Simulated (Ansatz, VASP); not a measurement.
## Al in VASP and in Ansatz

Contents of INCAR:

```
  ALGO = Normal
  EDIFF = 1E-7
  ENCUT = 520
  GGA = PE
  GGA_COMPAT = False
  ISIF = 2
  ISMEAR = -1
  LASPH = True
  LCHARG = False
  LORBIT = 11
  LORBMOM = True
  LREAL = False
  LSORBIT = True
  LWAVE = False
  MAGMOM = 0 0 0
  NBANDS = 14
  NELM = 150
  PREC = Accurate
  SIGMA = 0.05
```

Contents of KPOINTS:

```
k-points
0
Gamma
  22 22 22
```

File POSCAR:

```
Al
1.0
    0.0000000000      2.0206785445      2.0206785445
    2.0206785445      0.0000000000      2.0206785445
    2.0206785445      2.0206785445      0.0000000000
Al
1
Direct
    0.0000000000      0.0000000000      0.0000000000
```

Input for Ansatz:

```yaml
crystal:
  lattice:
    - [0.0, 2.0206785445, 2.0206785445]
    - [2.0206785445, 0.0, 2.0206785445]
    - [2.0206785445, 2.0206785445, 0.0]
  atoms:
    - { symbol: Al, position: [0.0, 0.0, 0.0] }
kpoints:
  mp_grid: { grid: [22, 22, 22] }
scf:
  occupations: { method: fermi_dirac, width: 0.05 }
hamiltonian:
  xc: pbe
  pseudopotentials: { kind: paw_fr }
output:
  forces: true
  stress: true
  eigenvalues: true
  write_density: true
  write_potential: true
  elf: true
  volumetric_format: npy
magnetization:
  noncollinear: true
  spin_orbit: true
```

Alike in both runs: task single point; functional PBE; k mesh 22 × 22 × 22; occupations fermi-dirac, width 0.05 eV; non-collinear spin, spin-orbit coupling.

```csv
,VASP,Ansatz
version,VASP 6.6.1,Ansatz 0.2.0
potentials or method,"VASP PAW PBE potentials, release 64 (Al)","PAW with Ansatz's default frozen-core files, fully relativistic files with spin-orbit coupling"
plane-wave cutoff (eV),520,420
valence electrons in the cell,3,3
```

```tsv
	VASP	Ansatz	Ansatz less VASP
pressure (GPa)	0.0	0.0	+0.04
```
